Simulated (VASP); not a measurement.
Input of a VASP 6.6.1 run:

POSCAR

```
Sb
1.0
    3.1600000000      0.0000000000      0.0000000000
    0.0000000000      3.1600000000      0.0000000000
    0.0000000000      0.0000000000      3.1600000000
Sb
1
Direct
    0.0000000000      0.0000000000      0.0000000000
```

INCAR.step1

```
PREC = Accurate
ENCUT = 600
ISMEAR = 0
SIGMA = 0.1
LREAL = F
LASPH = T
NELM = 60
GGA = PE
ALGO = Normal
EDIFF = 1E-4
LWAVE = T
LCHARG = F
```

The input INCAR.step2:

```
PREC = Accurate
ENCUT = 600
EDIFF = 1E-7
ISMEAR = 0
SIGMA = 0.1
LREAL = F
LASPH = T
NELM = 60
ALGO = Normal
ISIF = 3
LWAVE = F
LCHARG = F
METAGGA = R2SCAN
LMIXTAU = T
IBRION = 2
NSW = 80
EDIFFG = -0.02
PSTRESS = 50.0
ISTART = 1
```

Contents of KPOINTS:

```
regular mesh
0
Gamma
  14 14 14
```

Potentials or basis: VASP PAW PBE potentials, release 64 (Sb).

Run with:

```sh
$ cat potpaw_PBE.64/Sb/POTCAR > POTCAR
$ cp INCAR.step1 INCAR
$ mpirun -np 1 vasp_std > vasp.out
$ cp INCAR.step2 INCAR
$ mpirun -np 1 vasp_std > vasp.out
```

(1) Predict the relaxed cell.

(2) What does it give for the relaxed volume?

(3) What does it give for the band gap on the k mesh?

## Answers

(1) a = 3.014 Å, b = 3.014 Å, c = 3.014 Å, α = 90.00°, β = 90.00°, γ = 90.00°.

(2) 27.37 Å³/atom.

(3) zero (an odd number of electrons rules out a gap without spin polarisation).

Caveat: the cell is relaxed towards a set pressure, so the run minimises the enthalpy, not the energy; the PAW data sets were made with another functional, which shifts forces and pressure a little; spin-orbit coupling is left out, which moves the levels of the heavy elements; an odd number of electrons without spin polarisation forces a metal; a magnetic or distorted state may lie lower.
